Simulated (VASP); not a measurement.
**Si2B: single point with PBE**

The system is Si2B.

```
CELL_PARAMETERS angstrom
3.18933 0.00000 0.00000
-1.59466 2.76204 0.00000
0.00000 0.00000 4.07949
ATOMIC_POSITIONS crystal
Si 0.33333 0.66667 0.25828
Si 0.66667 0.33333 0.74172
B 0.00000 0.00000 0.00000
```

The cell was generated, and may not be a known phase.

```json
{"Program": "VASP 6.6.1", "Task": "single point", "Functional": "PBE", "Potentials or basis": "VASP PAW PBE potentials, release 64 (Si, B)", "Cutoff": "520 eV", "k mesh": "6 × 6 × 4", "Occupations": "gaussian, width 0.1 eV", "Spin": "no spin polarisation"}
```

The pressure is 0.0 GPa and the largest force is 0.014 eV/Å. The band gap on the k mesh is zero (an odd number of electrons rules out a gap without spin polarisation).

Forces in eV/Å, atoms in the order of the input:
```
Si   0.000  0.000 -0.014
Si   0.000  0.000  0.014
B    0.000  0.000  0.000
```

Stress tensor (GPa, compression positive):
```
 0.00  0.00  0.00
 0.00  0.00  0.00
 0.00  0.00 -0.09
```

Levels at points of the mesh, in eV from the Fermi level:
| k point | band 3 | band 4 | band 5 | band 6 | band 7 | band 8 |
| --- | --- | --- | --- | --- | --- | --- |
| (0.00, 0.00, 0.00) | -6.14 | -0.30 | -0.30 | 2.41 | 2.41 | 6.17 |
| (0.50, 0.00, 0.00) | -3.28 | -3.02 | -2.72 | -1.76 | -0.68 | 1.50 |
| (0.00, 0.00, 0.50) | 0.02 | 0.02 | 1.17 | 3.74 | 3.74 | 4.80 |
| (0.50, 0.00, 0.50) | -7.02 | -6.70 | -2.65 | 1.48 | 1.50 | 1.70 |

Wall time 15 s on 1 thread of Intel Xeon 8259CL, on a shared host, peak memory 0.14 GiB.

Caveat: the k points lie up to 0.39 Å⁻¹ apart, too coarse for converged energies and pressures of a metal; an odd number of electrons without spin polarisation forces a metal; a magnetic or distorted state may lie lower.
